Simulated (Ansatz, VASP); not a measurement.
S: VASP beside Ansatz

The input INCAR:

```
SYSTEM = S
PREC     = Accurate       ! precision mode
ENCUT    = 500            ! plane-wave cutoff, eV
EDIFF    = 1E-6           ! SCF threshold, eV
ISMEAR   = -1             ! smearing method
SIGMA    = 0.08           ! smearing width, eV
LREAL    = .False.        ! projectors in reciprocal space
LASPH    = .True.         ! aspherical terms in the spheres
NELM     = 120            ! most SCF steps
ALGO     = Normal         ! electronic algorithm
ISIF     = 2              ! what is computed and relaxed
LWAVE    = .False.        ! write WAVECAR
LCHARG   = .False.        ! write CHGCAR
GGA      = CA             ! functional
NBANDS   = 9              ! bands
GGA_COMPAT= .False.
```

The input KPOINTS:

```
regular mesh
0
Gamma
  16 16 16
  0 0 0
```

POSCAR

```
S
1.0
    0.0000000000      1.7276248844      1.7276248844
    1.7276248844      0.0000000000      1.7276248844
    1.7276248844      1.7276248844      0.0000000000
S
1
Direct
    0.0000000000      0.0000000000      0.0000000000
```

Input for Ansatz:

```yaml
crystal:
  lattice:
    - [0.0, 1.7276248844, 1.7276248844]
    - [1.7276248844, 0.0, 1.7276248844]
    - [1.7276248844, 1.7276248844, 0.0]
  atoms:
    - { symbol: S, position: [0.0, 0.0, 0.0] }
kpoints:
  mp_grid: { grid: [16, 16, 16] }
scf:
  occupations: { method: fermi_dirac, width: 0.08 }
hamiltonian:
  xc: lda
  pseudopotentials: { kind: all_electron, datasets: crystal }
output:
  forces: true
  stress: true
  eigenvalues: true
```

Change from the starting cell: volume scaled by 0.7, crystal datasets.

Alike in both runs: task single point; functional LDA; k mesh 16 × 16 × 16; occupations fermi-dirac, width 0.08 eV; no spin polarisation.

|  | VASP | Ansatz |
| --- | --- | --- |
| version | VASP 6.6.1 | Ansatz 0.2.0 |
| potentials or method | VASP PAW LDA potentials, release 64 (S), cutoff 500 eV | all-electron PAW with datasets made for the crystal, scalar-relativistic |

Ansatz gave:

| Quantity | Value |
| --- | --- |
| pressure (GPa) | 72.8 |

Which values does VASP return?

Pressure (GPa): 71.9.

LDA's correlation is that of Perdew and Zunger in VASP and of Perdew and Wang (1992) in Ansatz. Both programs put the cell under a high pressure, so it lies far from rest at this level. Ansatz ran all-electron here, and VASP with PAW potentials. Ansatz's warnings: printed levels off.

Noted on VASP's run: the cell as given lies far from equilibrium.
